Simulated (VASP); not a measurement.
A run of VASP 6.6.1 is set up as follows.

Contents of INCAR:

```
SYSTEM = CdS
PREC = Accurate
ENCUT = 520
EDIFF = 1E-6
ISMEAR = -1
SIGMA = 0.05
LREAL = .False.
LASPH = .True.
NELM = 100
ALGO = Normal
ISIF = 2
LWAVE = .False.
LCHARG = .True.
GGA = RP
IVDW = 12
LELF = .True.
LVHAR = .True.
NBANDS = 16
```

The input KPOINTS:

```
Automatic mesh
0
Gamma
  7 7 5
  0 0 0
```

POSCAR

```
CdS
1.0
    3.5291999749      0.0000000000      0.0000000000
   -1.7645999875      3.0563768333      0.0000000000
    0.0000000000      0.0000000000      3.3178976375
Cd S
1 1
Direct
    0.0000000000      0.0000000000      0.6885000165
    0.6666666667      0.3333333333      0.1884999835
```

Potentials or basis: VASP PAW PBE potentials, release 64 (Cd, S).

Run with:

```console
$ cat potpaw_PBE.64/Cd/POTCAR potpaw_PBE.64/S/POTCAR > POTCAR
$ mpirun -np 1 vasp_std > vasp.out
```

Task: Predict the band gap on the k mesh.

Result: 0.37 eV, indirect (least direct gap 1.14 eV).

Task: Predict the pressure.

Result: 0.8 GPa.

Task: Predict the dispersion energy per atom.

Result: -1.826 eV.

Stress tensor (GPa, compression positive):
```
0.71 0.00 0.00
0.00 0.71 0.00
0.00 0.00 0.91
```

Caveat: the PAW data sets were made with another functional, which shifts forces and pressure a little. A k mesh can miss the band edges.
